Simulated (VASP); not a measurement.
Here is a VASP 6.6.1 calculation.

Contents of POSCAR:

```
Fe
1.0
   -1.3704831148      1.3704831148      1.3704831148
    1.3704831148     -1.3704831148      1.3704831148
    1.3704831148      1.3704831148     -1.3704831148
Fe
1
Direct
    0.0000000000      0.0000000000      0.0000000000
```

File INCAR.step1:

```
PREC     = Accurate       # precision mode
ENCUT    = 520            # plane-wave cutoff, eV
ISMEAR   = -1             # smearing method
SIGMA    = 0.1            # smearing width, eV
LREAL    = F              # projectors in reciprocal space
LASPH    = T              # aspherical terms in the spheres
NELM     = 100            # most SCF steps
NBANDS   = 10             # bands
GGA      = PE             # functional
ALGO     = Normal         # electronic algorithm
EDIFF    = 1E-4           # SCF threshold, eV
LWAVE    = T              # write WAVECAR
LCHARG   = F              # write CHGCAR
```

INCAR.step2

```
PREC     = Accurate       # precision mode
ENCUT    = 520            # plane-wave cutoff, eV
EDIFF    = 1E-7           # SCF threshold, eV
ISMEAR   = -1             # smearing method
SIGMA    = 0.1            # smearing width, eV
LREAL    = F              # projectors in reciprocal space
LASPH    = T              # aspherical terms in the spheres
NELM     = 100            # most SCF steps
ALGO     = Normal         # electronic algorithm
ISIF     = 2              # what is computed and relaxed
LWAVE    = F              # write WAVECAR
LCHARG   = F              # write CHGCAR
METAGGA  = R2SCAN         # meta-GGA
LMIXTAU  = T            
NBANDS   = 10             # bands
ISTART   = 1
```

The input KPOINTS:

```
regular mesh
0
Gamma
  17 17 17
```

Potentials or basis: VASP PAW PBE potentials, release 64 (Fe).

Command:

```sh
$ cat potpaw_PBE.64/Fe/POTCAR > POTCAR
$ cp INCAR.step1 INCAR
$ mpirun -np 1 vasp_std > vasp.out
$ cp INCAR.step2 INCAR
$ mpirun -np 1 vasp_std > vasp.out
```

(1) What does it give for the band gap on the k mesh?

(2) What does it give for the pressure?

Answers

(1) zero (band 4 reaches 7.76 eV, above the bottom of band 5 at 5.65 eV).

(2) -2.8 GPa.

Caveat: the PAW data sets were made with another functional, which shifts forces and pressure a little; the run has no spin polarisation, though such a crystal can be magnetic.
